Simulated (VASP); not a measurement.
# As in VASP: single point with PBEsol+D3(BJ)

Aim: the single point of As with PBEsol+D3(BJ).

All numbers are computed with VASP 6.6.1; they aren't measurements. Logs are shortened: lines on timing, memory, paths and dates and some standing lists are left out, and cuts for length are marked.

## (1) The cell of the first run

The cell holds a sheet with vacuum, 2 atoms: a = 3.519 Å, b = 3.519 Å, c = 26.600 Å, α = 90.00°, β = 90.00°, γ = 120.00°.

## (2) Single point, PBEsol+D3(BJ)

File INCAR:

```
ALGO     = Normal         # electronic algorithm
DIPOL    = 0.5 0.5 0.289
EDIFF    = 1E-6           # SCF threshold, eV
ENCUT    = 400            # plane-wave cutoff, eV
GGA      = PS             # functional
GGA_COMPAT= F            
IDIPOL   = 3            
ISIF     = 2              # what is computed and relaxed
ISMEAR   = 0              # smearing method
IVDW     = 12             # dispersion correction
LASPH    = T              # aspherical terms in the spheres
LCHARG   = F              # write CHGCAR
LDIPOL   = T            
LREAL    = F              # projectors in reciprocal space
LWAVE    = F              # write WAVECAR
NBANDS   = 12             # bands
NELM     = 120            # most SCF steps
NELMDL   = -8           
PREC     = Accurate       # precision mode
SIGMA    = 0.03           # smearing width, eV
```

File KPOINTS:

```
k-points
0
Gamma
  12 12 1
```

File POSCAR:

```
As
1.0
    3.5185784683      0.0000000000      0.0000000000
   -1.7592892341      3.0471783387      0.0000000000
    0.0000000000      0.0000000000     26.6000000028
As
2
Direct
    0.3333333333      0.6666666667      0.2632404938
    0.6666666667      0.3333333333      0.3157068746
```

Potentials or basis: VASP PAW PBE potentials, release 64 (As).

Run with:

```console
$ cat potpaw_PBE.64/As/POTCAR > POTCAR
$ mpirun -np 1 vasp_std > vasp.out
```

OUTCAR:

```text
EDIFF = 1E-6
   ENCUT = 400
   GGA = PS
   ISIF = 2
   ISMEAR = 0
   IVDW = 12
   LASPH = T
   LREAL = F
   NELM = 120
   NELMDL = -8
   PREC = Accurate
 IVDW          = 12

 ion  position               nearest neighbor table
   1  0.333  0.667  0.263-   2 2.46   2 2.46   2 2.46
   2  0.667  0.333  0.316-   1 2.46   1 2.46   1 2.46

  LATTYP: Found a hexagonal cell.
 ALAT       =     3.5185784683
 C/A-ratio  =     7.5598711930

  Lattice vectors:

 A1 = (   3.5185784683,   0.0000000000,   0.0000000000)
 A2 = (  -1.7592892341,   3.0471783387,   0.0000000000)
 A3 = (   0.0000000000,   0.0000000000,  26.6000000028)

Analysis of symmetry for initial positions (statically):
=====================================================================
 Subroutine PRICEL returns:
 Original cell was already a primitive cell.

 Routine SETGRP: Setting up the symmetry group for a
 hexagonal supercell.

 Subroutine GETGRP returns: Found 12 space group operations
 (whereof  6 operations were pure point group operations)
 out of a pool of 24 trial point group operations.

The static configuration has the point symmetry C_3v.
 The point group associated with its full space group is D_3d.

Analysis of symmetry for dynamics (positions and initial velocities):
=====================================================================
 Subroutine PRICEL returns:
 Original cell was already a primitive cell.

 Routine SETGRP: Setting up the symmetry group for a
 hexagonal supercell.

 Subroutine GETGRP returns: Found 12 space group operations
 (whereof  6 operations were pure point group operations)
 out of a pool of 24 trial point group operations.

The dynamic configuration has the point symmetry C_3v.
 The point group associated with its full space group is D_3d.

 Subroutine INISYM returns: Found 12 space group operations
 (whereof  6 operations are pure point group operations),
 and found     1 'primitive' translations

----------------------------------------------------------------------------------------

                                     Primitive cell

  volume of cell :     285.1982

  direct lattice vectors                    reciprocal lattice vectors
     3.518578468  0.000000000  0.000000000     0.284205684  0.164086228  0.000000000
    -1.759289234  3.047178339  0.000000000     0.000000000  0.328172456  0.000000000
     0.000000000  0.000000000 26.600000003     0.000000000  0.000000000  0.037593985

  length of vectors
     3.518578468  3.518578468 26.600000003     0.328172456  0.328172456  0.037593985

[... 91 lines left out ...]
   IALGO  =     38    algorithm
   IMIX   =      4    mixing-type and parameters
     AMIX     =   0.40;   BMIX     =  1.00
     AMIX_MAG =   1.60;   BMIX_MAG =  1.00
  volume/ion in A,a.u.               =     142.60       962.31
  Fermi-wavevector in a.u.,A,eV,Ry     =   0.535829  1.012569  3.906400  0.287112
  Thomas-Fermi vector in A             =   1.560870
   LORBIT       =      0    0 simple, 1 ext, 2 COOP (PROOUT), +10 PAW based schemes
   GGA     = PS    functional components
   LHFCALC =     F    Hartree Fock is set to
   AEXX    =    0.0000 exact exchange contribution
   IVDW    =    12    specifies the selected vdW correction
   LEPSILON=     F    determine dielectric tensor
   LRPA    =     F    only Hartree local field effects (RPA)
 non-spin polarized calculation
 Gauss-broadening in eV      SIGMA  =   0.03
  energy-cutoff  :      400.00
  volume of cell :      285.20
 maximum number of plane-waves:      5204
 NGX is ok and might be reduce to    24
   NGX = 11   NGY = 11   NGZ = 87

 dipolmoment           0.000000      0.000000     -0.000006 electrons x Angstroem

 number of electron      10.0000003 magnetization

 dipolmoment           0.000000      0.000000      0.000002 electrons x Angstroem

 Free energy of the ion-electron system (eV)
  ---------------------------------------------------
  ext. energy  EPLUGINS =         0.00000000
  ---------------------------------------------------
  free energy    TOTEN  =       -10.00760951 eV

  energy without entropy =      -10.00760951  energy(sigma->0) =      -10.00760951

 E-fermi :  -3.6149     XC(G=0):  -2.0200

 val. band max:       -3.7621437897   @ k =   0.0000   0.0000   0.0000
 cond. band min:      -2.3528333223   @ k =   0.3333  -0.0000   0.0000
 fundamental gap:      1.4093104674
 Fermi energy:        -3.6148761832

 k-point     1 :       0.0000    0.0000    0.0000
  band No.  band energies     occupation
      1     -17.8204      2.00000
      2     -11.2209      2.00000
      3      -4.6572      2.00000
      4      -3.7621      2.00000
      5      -3.7621      2.00000
      6      -1.6138      0.00000
      7      -0.2101      0.00000
      8      -0.2101      0.00000
      9       0.9946      0.00000
     10       1.2553      0.00000
     11       1.6328      0.00000
     12       1.8955      0.00000
[... 256 lines left out ...]
 k-point    19 :       0.3333    0.3333    0.0000
  band No.  band energies     occupation
      1     -13.9767      2.00000
      2     -13.9767      2.00000
      3      -8.5959      2.00000
      4      -6.0117      2.00000
      5      -6.0117      2.00000
      6      -2.0968      0.00000
      7       0.7451      0.00000
      8       0.7451      0.00000
      9       4.2259      0.00000
     10       5.3351      0.00000
     11       5.3351      0.00000
     12       6.0227      0.00000

------------------------ aborting loop because EDIFF is reached ----------------------------------------

 vacuum level on the upper side and lower side of the slab       (xc-potential included)        -0.007        -0.007

 Edisp (eV)   -0.32461

 E8    (eV) :    -0.2170

  FORCE on cell =-STRESS in cart. coord.  units (eV):
  Direction    XX          YY          ZZ          XY          YZ          ZX
  --------------------------------------------------------------------------------------
  -------------------------------------------------------------------------------------
  Total       0.11431     0.11431     0.15708     0.00000     0.00000     0.00000
  in kB       0.64217     0.64217     0.88242     0.00000     0.00000     0.00000
  external pressure =        0.72 kB  Pullay stress =        0.00 kB

 VOLUME and BASIS-vectors are now :
 -----------------------------------------------------------------------------
  energy-cutoff  :      400.00
  volume of cell :      285.20
      direct lattice vectors                 reciprocal lattice vectors
     3.518578468  0.000000000  0.000000000     0.284205684  0.164086228  0.000000000
    -1.759289234  3.047178339  0.000000000     0.000000000  0.328172456  0.000000000
     0.000000000  0.000000000 26.600000003     0.000000000  0.000000000  0.037593985

 POSITION                                       TOTAL-FORCE (eV/Angst)
 -----------------------------------------------------------------------------------
     -0.00000      2.03145      7.00220         0.000000     -0.000000     -0.118863
      1.75929      1.01573      8.39780        -0.000000      0.000000      0.118863
 -----------------------------------------------------------------------------------
    total drift:                               -0.000000     -0.000000      0.000020

  FREE ENERGIE OF THE ION-ELECTRON SYSTEM (eV)
  ---------------------------------------------------
  free  energy   TOTEN  =       -10.3322194518 eV

  energy  without entropy=      -10.3322194518  energy(sigma->0) =      -10.33221945

 vacuum level on the upper side and lower side of the slab         1.465         1.465
```

OSZICAR:

```text
N       E                     dE             d eps       ncg     rms          rms(c)
DAV:   1     0.582303461744E+02    0.58230E+02   -0.24177E+03   456   0.428E+02
DAV:   2    -0.432055035622E+01   -0.62551E+02   -0.56548E+02   736   0.870E+01
DAV:   3    -0.100091063200E+02   -0.56886E+01   -0.56738E+01   640   0.352E+01
[... 13 lines left out ...]
DAV:  17    -0.100075688704E+02   -0.39797E-04   -0.22841E-06   588   0.463E-03    0.913E-04
DAV:  18    -0.100075833024E+02   -0.14432E-04   -0.81760E-07   644   0.229E-03    0.586E-04
DAV:  19    -0.100075996528E+02   -0.16350E-04   -0.53694E-07   596   0.194E-03    0.373E-04
DAV:  20    -0.100076085537E+02   -0.89009E-05   -0.42909E-07   540   0.148E-03    0.377E-04
DAV:  21    -0.100076095053E+02   -0.95158E-06   -0.10133E-08   540   0.340E-04
   1 F= -.10332219E+02 E0= -.10332219E+02  d E =-.804975E-14
```

Wall time 63 s (1 thread of Intel Xeon Platinum 8488C (Sapphire Rapids), shared host); peak memory 0.31 GiB.

What came out:

```yaml
Free_energy: -10.3322 eV
Largest_force: 0.119 eV/Å
Band_gap_on_the_k_mesh: 1.41 eV, indirect (least direct gap 2.15 eV)
Dispersion_energy_per_atom: -0.162 eV
```

Forces in eV/Å, atoms in the order of the input:
```
As   0.000  0.000 -0.119
As   0.000  0.000  0.119
```

Caveat: the PAW data sets were made with another functional, which shifts forces and pressure a little.
